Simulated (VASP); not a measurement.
# C (Fd-3m) in VASP: further runs, part 2 of 2

VASP 6.6.1. The steps go on from the part before.

## 5. Relaxation of cell and atoms, LDA

INCAR reads:

```
PREC = Accurate
ENCUT = 600
EDIFF = 1E-7
ISMEAR = 0
SIGMA = 0.1
LREAL = F
LASPH = T
NELM = 120
ALGO = Normal
ISIF = 3
LWAVE = F
LCHARG = F
GGA = CA
IBRION = 2
NSW = 100
EDIFFG = -0.05
GGA_COMPAT = F
NELMIN = 4
```

KPOINTS reads:

```
Automatic mesh
0
Gamma
  10 10 10
```

POSCAR reads:

```
C
1.0
    0.0000000000      1.7833700000      1.7833700000
    1.7833700000      0.0000000000      1.7833700000
    1.7833700000      1.7833700000      0.0000000000
C
2
Direct
    0.0000000000      0.0000000000      0.0000000000
    0.2500000000      0.2500000000      0.2500000000
```

Potentials or basis: VASP PAW LDA potentials, release 64 (C).

On the command line:

```sh
$ cat potpaw_LDA.64/C/POTCAR > POTCAR
$ mpirun -np 1 vasp_std > vasp.out
```

OUTCAR:

```text
PREC = Accurate
   ENCUT = 600
   EDIFF = 1E-7
   ISMEAR = 0
   LREAL = F
   LASPH = T
   NELM = 120
   ISIF = 3
   GGA = CA
   IBRION = 2
   NSW = 100
   EDIFFG = -0.05
   NELMIN = 4

 ion  position               nearest neighbor table
   1  0.000  0.000  0.000-   2 1.54   2 1.54   2 1.54   2 1.54
   2  0.250  0.250  0.250-   1 1.54   1 1.54   1 1.54   1 1.54

  LATTYP: Found a face centered cubic cell.
 ALAT       =     3.5667400000

  Lattice vectors:

 A1 = (   0.0000000000,   1.7833700000,   1.7833700000)
 A2 = (   1.7833700000,   0.0000000000,   1.7833700000)
 A3 = (   1.7833700000,   1.7833700000,   0.0000000000)

Analysis of symmetry for initial positions (statically):
=====================================================================
 Subroutine PRICEL returns:
 Original cell was already a primitive cell.

 Routine SETGRP: Setting up the symmetry group for a
 face centered cubic supercell.

 Subroutine GETGRP returns: Found 48 space group operations
 (whereof 24 operations were pure point group operations)
 out of a pool of 48 trial point group operations.

The static configuration has the point symmetry T_d .
 The point group associated with its full space group is O_h .

Analysis of symmetry for dynamics (positions and initial velocities):
=====================================================================
 Subroutine PRICEL returns:
 Original cell was already a primitive cell.

 Routine SETGRP: Setting up the symmetry group for a
 face centered cubic supercell.

 Subroutine GETGRP returns: Found 48 space group operations
 (whereof 24 operations were pure point group operations)
 out of a pool of 48 trial point group operations.

The dynamic configuration has the point symmetry T_d .
 The point group associated with its full space group is O_h .

 Subroutine INISYM returns: Found 48 space group operations
 (whereof 24 operations are pure point group operations),
 and found     1 'primitive' translations

----------------------------------------------------------------------------------------

                                     Primitive cell

  volume of cell :      11.3437

  direct lattice vectors                    reciprocal lattice vectors
     0.000000000  1.783370000  1.783370000    -0.280368067  0.280368067  0.280368067
     1.783370000  0.000000000  1.783370000     0.280368067 -0.280368067  0.280368067
     1.783370000  1.783370000  0.000000000     0.280368067  0.280368067 -0.280368067

  length of vectors
     2.522066041  2.522066041  2.522066041     0.485611737  0.485611737  0.485611737

  position of ions in fractional coordinates (direct lattice)
     0.000000000  0.000000000  0.000000000
     0.250000000  0.250000000  0.250000000

  ion indices of the primitive-cell ions
   primitive index   ion index
                 1           1
                 2           2

----------------------------------------------------------------------------------------

 KPOINTS: Automatic mesh

Automatic generation of k-mesh.
[... 28 lines left out ...]
  0.500000  0.000000  0.000000      4.000000
[... 16 lines left out ...]
  0.300000  0.300000  0.000000      6.000000
  0.400000  0.300000  0.000000     24.000000
 [... further k-points ...]
   k-points           NKPTS =     47   k-points in BZ     NKDIM =     47   number of bands    NBANDS=      8
   number of dos      NEDOS =    301   number of ions     NIONS =      2
   total plane-waves  NPLWV =   8000
   dimension x,y,z NGX =    20 NGY =   20 NGZ =   20
   dimension x,y,z NGXF=    40 NGYF=   40 NGZF=   40
   ions per type =               2
   NGX,Y,Z   is equivalent  to a cutoff of  13.18, 13.18, 13.18 a.u.
   NGXF,Y,Z  is equivalent  to a cutoff of  26.37, 26.37, 26.37 a.u.
 SYSTEM =  unknown system
   PREC   = accura    normal or accurate (medium, high low for compatibility)
   ISTART =      0    job   : 0-new  1-cont  2-samecut
   ICHARG =      2    charge: 1-file 2-atom 10-const
   ISPIN  =      1    spin polarized calculation?
   LNONCOLLINEAR =      F non collinear calculations
   LSORBIT =      F    spin-orbit coupling
   LASPH  =      T    aspherical Exc in radial PAW
   ENCUT  =  600.0 eV  44.10 Ry    6.64 a.u.   5.04  5.04  5.04*2*pi/ulx,y,z
   NELM   =    120;   NELMIN=  4; NELMDL= -5     # of ELM steps
   EDIFF  = 0.1E-06   stopping-criterion for ELM
   LREAL  =      F    real-space projection
   EDIFFG = -.5E-01   stopping-criterion for IOM
   NSW    =    100    number of steps for IOM
   IBRION =      2    ionic relax: 0-MD 1-quasi-New 2-CG
   NFREE  =      1    steps in history (QN), initial steepest desc. (CG)
   ISIF   =      3    stress and relaxation
   ISYM   =      2    0-nonsym 1-usesym 2-fastsym
   POTIM  = 0.5000    time-step for ionic-motion
   TEBEG  =    0.0;   TEEND  =   0.0 temperature during run
   PSTRESS=    0.0 pullay stress
   NELECT =       8.0000    total number of electrons
   NUPDOWN=      -1.0000    fix difference up-down
   EMIN   =  10.00;   EMAX   =-10.00  energy-range for DOS
   EFERMI =   0.00;   METHOD = LEGACY
   ISMEAR =     0;   SIGMA  =   0.10  broadening in eV -4-tet -1-fermi 0-gaus
   EFERMI_NEDOS =   21; number of points for ismear=-14 and -15
   IALGO  =     38    algorithm
   IMIX   =      4    mixing-type and parameters
     AMIX     =   0.40;   BMIX     =  1.00
     AMIX_MAG =   1.60;   BMIX_MAG =  1.00
  volume/ion in A,a.u.               =       5.67        38.28
  Fermi-wavevector in a.u.,A,eV,Ry     =   1.457203  2.753714 28.891161  2.123440
  Thomas-Fermi vector in A             =   2.574032
   LORBIT       =      0    0 simple, 1 ext, 2 COOP (PROOUT), +10 PAW based schemes
   GGA     = CA    functional components
   LHFCALC =     F    Hartree Fock is set to
   AEXX    =    0.0000 exact exchange contribution
   IVDW    =     0    specifies the selected vdW correction
   LEPSILON=     F    determine dielectric tensor
   LRPA    =     F    only Hartree local field effects (RPA)
 conjugate gradient relaxation of ions
 non-spin polarized calculation
 Gauss-broadening in eV      SIGMA  =   0.10
  energy-cutoff  :      600.00
  volume of cell :       11.34
 maximum number of plane-waves:       388
   NGX =  9   NGY =  9   NGZ =  9

--------------------------------------- Ionic step        1  -------------------------------------------

 number of electron       7.9999999 magnetization

 Free energy of the ion-electron system (eV)
  ---------------------------------------------------
  ext. energy  EPLUGINS =         0.00000000
  ---------------------------------------------------
  free energy    TOTEN  =       -20.24143960 eV

  energy without entropy =      -20.24143960  energy(sigma->0) =      -20.24143960

------------------------ aborting loop because EDIFF is reached ----------------------------------------

  FORCE on cell =-STRESS in cart. coord.  units (eV):
  Direction    XX          YY          ZZ          XY          YZ          ZX
  --------------------------------------------------------------------------------------
  -------------------------------------------------------------------------------------
  Total       -0.8756749     -0.8756749     -0.8756749      0.0000000      0.0000000     -0.0000000
  in kB     -123.6798984   -123.6798984   -123.6798984      0.0000000      0.0000000     -0.0000000
  external PRESSURE =    -123.6798984 kB  Pullay stress =       0.0000000 kB
[... 59 lines left out ...]
--------------------------------------- Ionic step        3  -------------------------------------------

 number of electron       7.9999998 magnetization

 Free energy of the ion-electron system (eV)
  ---------------------------------------------------
  ext. energy  EPLUGINS =         0.00000000
  ---------------------------------------------------
  free energy    TOTEN  =       -20.25377764 eV

  energy without entropy =      -20.25377764  energy(sigma->0) =      -20.25377764

 E-fermi :  10.6502     XC(G=0): -13.6342

 val. band max:       10.1316009397   @ k =   0.0000   0.0000   0.0000
 cond. band min:      14.3310089889   @ k =   0.4000   0.4000   0.0000
 fundamental gap:      4.1994080492
 Fermi energy:        10.6501951954

 k-point     1 :       0.0000    0.0000    0.0000
  band No.  band energies     occupation
      1     -11.5590      2.00000
      2      10.1316      2.00000
      3      10.1316      2.00000
      4      10.1316      2.00000
      5      15.7526      0.00000
      6      15.7526      0.00000
      7      15.7526      0.00000
      8      24.3259      0.00000
[... 243 lines left out ...]
 k-point    24 :       0.4000    0.3000    0.0000
  band No.  band energies     occupation
      1      -6.8815      2.00000
      2       2.1118      2.00000
      3       4.0034      2.00000
      4       4.6357      2.00000
      5      14.9662      0.00000
      6      18.1729      0.00000
      7      24.4003      0.00000
      8      24.5057      0.00000

 [... further k-points ...]
[... 5 lines left out ...]
  --------------------------------------------------------------------------------------
  -------------------------------------------------------------------------------------
  Total       -0.0074543     -0.0074543     -0.0074543     -0.0000000      0.0000000     -0.0000000
  in kB       -1.0824426     -1.0824426     -1.0824426     -0.0000000      0.0000000     -0.0000000
  external PRESSURE =      -1.0824426 kB  Pullay stress =       0.0000000 kB
[... 17 lines left out ...]
  FREE ENERGIE OF THE ION-ELECTRON SYSTEM (eV)
  ---------------------------------------------------
  free  energy   TOTEN  =       -20.2537776361 eV

  energy  without entropy=      -20.2537776361  energy(sigma->0) =      -20.25377764

 reached required accuracy - stopping structural energy minimisation
```

CONTCAR:

```text
C
   1.00000000000000
    -0.0000000000000000    1.7669646933061303    1.7669646933061303
     1.7669646933061303    0.0000000000000000    1.7669646933061303
     1.7669646933061303    1.7669646933061303   -0.0000000000000000
  C
     2
Direct
     0.0000000000000000    0.0000000000000000    0.0000000000000000
     0.2500000000000000    0.2500000000000000    0.2500000000000000

  0.00000000E+00  0.00000000E+00  0.00000000E+00
  0.00000000E+00  0.00000000E+00  0.00000000E+00
```

Run time: 8.6 s. Hardware: 1 thread of Intel Xeon Platinum 8488C (Sapphire Rapids), shared host; peak memory 0.11 GiB.

What came out:

```
Free energy                            : -20.2538 eV
Relaxed volume                         : 5.52 Å³/atom
Relaxed cell                           : a = 2.499 Å, b = 2.499 Å, c = 2.499 Å, α = 60.00°, β = 60.00°, γ = 60.00°
Space group after relaxing (to 0.05 Å) : Fd-3m (No. 227)
Energy gained by relaxing              : 6.2 meV/atom
Ionic steps                            : 3
Pressure after relaxing                : -0.1 GPa
Band gap on the k mesh                 : 4.20 eV, indirect (least direct gap 5.62 eV)
```

Step by step:
| step | energy change (eV) | largest force (eV/Å) | pressure (GPa) | volume (Å³) |
| --- | --- | --- | --- | --- |
| 1 | 0.0000 | 0.0000 | -12.37 | 11.34 |
| 2 | 0.0089 | 0.0000 | 17.94 | 10.64 |
| 3 | -0.0123 | 0.0000 | -0.11 | 11.03 |

Final structure:
```cif
data_structure
_symmetry_space_group_name_H-M 'P 1'
_symmetry_Int_Tables_number 1
_cell_length_a 2.4989
_cell_length_b 2.4989
_cell_length_c 2.4989
_cell_angle_alpha 60.000
_cell_angle_beta 60.000
_cell_angle_gamma 60.000
_cell_volume 11.03
loop_
_atom_site_label
_atom_site_type_symbol
_atom_site_fract_x
_atom_site_fract_y
_atom_site_fract_z
_atom_site_occupancy
C1 C 0.00000 0.00000 0.00000 1
C2 C 0.25000 0.25000 0.25000 1
```

A k mesh can miss the band edges. LDA gaps usually lie below the measured ones, often by a third to a half.

## 6. Relaxation of cell and atoms, LDA

This run uses another cell than the first one, of 5.51 Å³/atom, 0.971 times its volume.

INCAR reads:

```
SYSTEM = C
ALGO = Normal
EDIFF = 1E-7
EDIFFG = -0.002
ENCUT = 600
GGA = CA
GGA_COMPAT = .False.
IBRION = 2
ISIF = 3
ISMEAR = 0
LASPH = .True.
LCHARG = .False.
LREAL = .False.
LWAVE = .False.
NELM = 120
NELMIN = 4
NSW = 100
PREC = Accurate
SIGMA = 0.02
```

KPOINTS reads:

```
k-points
0
Gamma
  12 12 12
  0 0 0
```

POSCAR reads:

```
C
1.0
    0.0000000000      1.7660495859      1.7660495859
    1.7660495859      0.0000000000      1.7660495859
    1.7660495859      1.7660495859      0.0000000000
C
2
Direct
    0.0000000000      0.0000000000      0.0000000000
    0.2500000000      0.2500000000      0.2500000000
```

Potentials or basis: VASP PAW LDA potentials, release 64 (C).

On the command line:

```sh
$ cat potpaw_LDA.64/C/POTCAR > POTCAR
$ mpirun -np 1 vasp_std > vasp.out
```

Run time: 9.8 s. Hardware: 1 thread of Intel Xeon Platinum 8488C (Sapphire Rapids), shared host; peak memory 0.11 GiB.

The run converged. Its results:

```yaml
Free_energy: -20.2521 eV
Relaxed_volume: 5.52 Å³/atom
Relaxed_cell: a = 2.499 Å, b = 2.499 Å, c = 2.499 Å, α = 60.00°, β = 60.00°, γ = 60.00°
Space_group_after_relaxing_to_0.05_Å: Fd-3m (No. 227)
Energy_gained_by_relaxing: 0.0 meV/atom
Ionic_steps: 3
Pressure_after_relaxing: 0.0 GPa
Band_gap_on_the_k_mesh: 4.19 eV, indirect (least direct gap 5.62 eV)
```

Final structure:
```
C
1.0
     0.00000    1.76692    1.76692
     1.76692    0.00000    1.76692
     1.76692    1.76692    0.00000
C
2
Cartesian
  0.0000 0.0000 0.0000
  0.8835 0.8835 0.8835
```

Levels at points of the mesh, in eV from the valence-band top:
```tsv
k point	band 1	band 2	band 3	band 4	band 5	band 6	band 7	band 8
(0.00, 0.00, 0.00)	-21.69	0.00	0.00	0.00	5.62	5.62	5.62	14.20
(0.50, 0.00, 0.00)	-15.69	-13.67	-2.86	-2.86	8.50	8.50	9.40	15.66
(0.50, 0.50, 0.00)	-12.81	-12.81	-6.46	-6.46	4.77	4.77	17.05	17.05
```

## 7. The runs side by side

| task | cell | k mesh | smearing | gap on the mesh (eV) | pressure (GPa) | relaxed volume (Å³/atom) |
| --- | --- | --- | --- | --- | --- | --- |
| single point | a = 2.522 Å, angles 60.0°, 2 atoms | 8 × 8 × 8 | gaussian 0.1 eV | 4.10 | -12.4 | - |
| single point | a = 2.498 Å, angles 60.0°, 2 atoms | 10 × 10 × 10 | gaussian 0.1 eV | 4.20 | 0.7 | - |
| single point | a = 2.497 Å, angles 60.0°, 2 atoms | 12 × 12 × 12 | gaussian 0.02 eV | 4.20 | 0.8 | - |
| relaxation of cell and atoms | relaxed from a = 2.522 Å, angles 60.0°, 2 atoms | 10 × 10 × 10 | gaussian 0.1 eV | 4.20 | -0.1 | 5.52 |
| relaxation of cell and atoms | relaxed from a = 2.498 Å, angles 60.0°, 2 atoms | 12 × 12 × 12 | gaussian 0.02 eV | 4.19 | 0.0 | 5.52 |

Alike in all rows: level LDA; potentials or basis VASP PAW LDA potentials, release 64 (C); no spin polarisation; cutoff (eV) 600.

Absolute energies hang on the potentials; compare differences alone.
